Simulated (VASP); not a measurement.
Wanted: the native input for a VASP 6.6.1 run.

- Task: relaxation of cell and atoms
- Functional: r2SCAN
- Potentials or basis: VASP PAW PBE potentials, release 64 (Mo_sv, Te)
- Cutoff: 600 eV
- k mesh: 6 × 6 × 6
- Occupations: fermi-dirac, width 0.02 eV
- Spin: no spin polarisation
- Dipole correction: no
- Further INCAR settings: ALGO = Normal; EDIFF = 1e-07; IBRION = 2; EDIFFG = -0.005; NSW = 80; ISIF = 3

Crystal: Te2Mo.

```xyz
3
Lattice="0.0000 3.3231 3.3231 3.3231 0.0000 3.3231 3.3231 3.3231 0.0000" Properties=species:S:1:pos:R:3 pbc="T T T"
Mo    0.0000    0.0000    0.0000
Te    1.6615    1.6615    1.6615
Te    4.9846    4.9846    4.9846
```

These files were run (other wordings do the same):

POSCAR

```
Te2Mo
1.0
    0.0000000000      3.3230818229      3.3230818229
    3.3230818229      0.0000000000      3.3230818229
    3.3230818229      3.3230818229      0.0000000000
Mo Te
1 2
Direct
    0.0000000000      0.0000000000      0.0000000000
    0.2500000000      0.2500000000      0.2500000000
    0.7500000000      0.7500000000      0.7500000000
```

INCAR.step1

```
SYSTEM = Te2Mo
PREC = Accurate
ENCUT = 600
ISMEAR = -1
SIGMA = 0.02
LREAL = .False.
LASPH = .True.
NELM = 100
GGA = PE
ALGO = Normal
EDIFF = 1E-4
LWAVE = .True.
LCHARG = .False.
```

INCAR.step2

```
SYSTEM = Te2Mo
PREC = Accurate
ENCUT = 600
EDIFF = 1E-7
ISMEAR = -1
SIGMA = 0.02
LREAL = .False.
LASPH = .True.
NELM = 100
ALGO = Normal
ISIF = 3
LWAVE = .False.
LCHARG = .False.
METAGGA = R2SCAN
LMIXTAU = .True.
IBRION = 2
NSW = 80
EDIFFG = -0.005
ISTART = 1
```

KPOINTS

```
Automatic mesh
0
Gamma
  6 6 6
  0 0 0
```

Potentials or basis: VASP PAW PBE potentials, release 64 (Mo_sv, Te).

Run with:

```sh
$ cat potpaw_PBE.64/Mo_sv/POTCAR potpaw_PBE.64/Te/POTCAR > POTCAR
$ cp INCAR.step1 INCAR
$ mpirun -np 1 vasp_std > vasp.out
$ cp INCAR.step2 INCAR
$ mpirun -np 1 vasp_std > vasp.out
```

It gave:

* Relaxed volume: 24.29 Å³/atom
* Relaxed cell: a = 4.688 Å, b = 4.688 Å, c = 4.688 Å, α = 60.00°, β = 60.00°, γ = 60.00°
* Space group after relaxing (to 0.1 Å): Fm-3m (No. 225)
* Energy gained by relaxing: 0.4 meV/atom
* Ionic steps: 3
* Pressure after relaxing: 0.0 GPa
* Band gap on the k mesh: zero (bands 13 and 14 overlap by 0.88 eV)

Caveat: the PAW data sets were made with another functional, which shifts forces and pressure a little; spin-orbit coupling is left out, which moves the levels of the heavy elements.

It took 8.9 min on 1 thread of Intel Xeon 8259CL, on a shared host, peak memory 0.28 GiB.
